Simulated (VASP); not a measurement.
Set up this calculation in VASP 6.6.1, as the native input.

```
Task                   : relaxation of cell and atoms
Functional             : PBE
Dispersion             : D3(BJ)
Potentials or basis    : VASP PAW PBE potentials, release 64 (Cr_pv)
Cutoff                 : 600 eV
k mesh                 : 20 × 20 × 20
Occupations            : gaussian, width 0.1 eV
Spin                   : no spin polarisation
Dipole correction      : no
Further INCAR settings : ALGO = Fast; EDIFF = 1e-06; IBRION = 2; EDIFFG = -0.005; NSW = 100; ISIF = 3
```

The structure of Cr lies in POSCAR:

```
Cr
1.0
   -1.4114709093      1.4114709093      1.4114709093
    1.4114709093     -1.4114709093      1.4114709093
    1.4114709093      1.4114709093     -1.4114709093
Cr
1
Direct
    0.0000000000      0.0000000000      0.0000000000
```

The input as run:

INCAR

```
SYSTEM = Cr
  PREC = Accurate
  ENCUT = 600
  EDIFF = 1E-6
  ISMEAR = 0
  SIGMA = 0.1
  LREAL = .FALSE.
  LASPH = .TRUE.
  NELM = 100
  ALGO = Fast
  ISIF = 3
  LWAVE = .FALSE.
  LCHARG = .FALSE.
  GGA = PE
  IVDW = 12
  IBRION = 2
  NSW = 100
  EDIFFG = -0.005
```

KPOINTS

```
regular mesh
0
G
  20 20 20
  0 0 0
```

Potentials or basis: VASP PAW PBE potentials, release 64 (Cr_pv).

Launch:

```sh
$ cat potpaw_PBE.64/Cr_pv/POTCAR > POTCAR
$ mpirun -np 1 vasp_std > vasp.out
```

Results of the run:

The relaxed volume is 11.21 Å³/atom, the relaxed cell is a = 2.442 Å, b = 2.442 Å, c = 2.442 Å, α = 109.47°, β = 109.47°, γ = 109.47° and the space group after relaxing (to 0.05 Å) is Im-3m (No. 229). The energy gained by relaxing is 0.1 meV/atom. The ionic steps are 5, the pressure after relaxing is -0.1 GPa and the band gap on the k mesh is zero (band 6 reaches 13.95 eV, above the bottom of band 7 at 10.46 eV). The dispersion energy per atom is -0.511 eV.

Caveat: the run has no spin polarisation, though such a crystal can be magnetic; pairwise dispersion overbinds metals, which lowers pressure and volume.

It took 57 s on 1 thread of Intel(R) Xeon(R) Platinum 8375C CPU @ 2.90GHz (Ice Lake) (shared host), peak memory 0.17 GiB.
